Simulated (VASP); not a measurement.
The system is Zn.

```
Zn
1.0
     2.78112    0.00000    0.00000
    -1.39056    2.40852    0.00000
     0.00000    0.00000    9.08313
Zn
4
Direct
  0.00000 0.00000 0.00000
  0.00000 0.00000 0.50000
  0.33333 0.66667 0.25000
  0.66667 0.33333 0.75000
```

* Program: VASP 6.6.1
* Task: relaxation of cell and atoms
* Functional: BLYP
* Potentials or basis: VASP PAW PBE potentials, release 64 (Zn)
* Cutoff: 600 eV
* k mesh: 13 × 13 × 4
* Occupations: fermi-dirac, width 0.1 eV
* Spin: no spin polarisation

At the start: pressure 5.9 GPa; volume 15.21 Å³/atom.

Question: How do energy, volume and symmetry change on relaxing?

Answer: Over 32 steps the energy falls by 80.3 meV/atom and the volume is 18.63 Å³/atom (+22.5 %); space group P6_3/mmc (No. 194, to 0.1 Å) before and after.

The path:
```csv
step,energy change (eV),largest force (eV/Å),pressure (GPa),volume (Å³)
1,0.0000,0.0000,5.94,60.84
2,-0.1050,0.0000,0.81,65.95
3,-0.1095,0.0000,0.17,67.08
4,-0.1098,0.0000,-0.11,67.51
5,-0.1098,0.0000,-0.07,67.37
6,-0.1097,0.0000,0.01,67.23
7,-0.1118,0.0000,0.04,67.22
8,-0.1210,0.0000,-0.04,67.19
9,-0.1527,0.0000,-0.05,67.07
10,-0.2207,0.0000,0.42,66.68
11,-0.2367,0.0000,4.34,65.28
12,-0.2482,0.0000,2.22,65.90
13,-0.2490,0.0000,2.98,65.69
14,-0.2450,0.0000,3.70,65.46
15,-0.2478,0.0000,3.34,65.58
16,-0.2482,0.0000,3.28,65.60
17,-0.2495,0.0000,3.49,65.66
18,-0.2514,0.0000,3.62,65.77
19,-0.2520,0.0000,3.85,65.99
20,-0.2551,0.0000,3.68,66.14
21,-0.2637,0.0000,3.30,66.61
22,-0.2787,0.0000,2.78,67.55
23,-0.2997,0.0000,1.74,69.44
24,-0.3156,0.0000,-0.26,73.28
25,-0.3157,0.0000,-0.46,73.62
26,-0.3156,0.0000,-0.38,73.46
27,-0.3166,0.0000,-0.44,73.58
28,-0.3191,0.0000,-0.26,73.92
29,-0.3212,0.0000,0.17,74.58
30,-0.3212,0.0000,0.10,74.54
31,-0.3212,0.0000,0.11,74.49
32,-0.3212,0.0000,0.06,74.52
```

Final structure:
```
Zn
1.0
     2.61685    0.00000    0.00000
    -1.30842    2.26626    0.00000
     0.00000    0.00000   12.56532
Zn
4
Direct
  0.00000 0.00000 0.00000
  0.00000 0.00000 0.50000
  0.33333 0.66667 0.25000
  0.66667 0.33333 0.75000
```

Caveat: the volume moved by over 15 % at a fixed basis, so the end points are rough; the PAW data sets were made with another functional, which shifts forces and pressure a little.
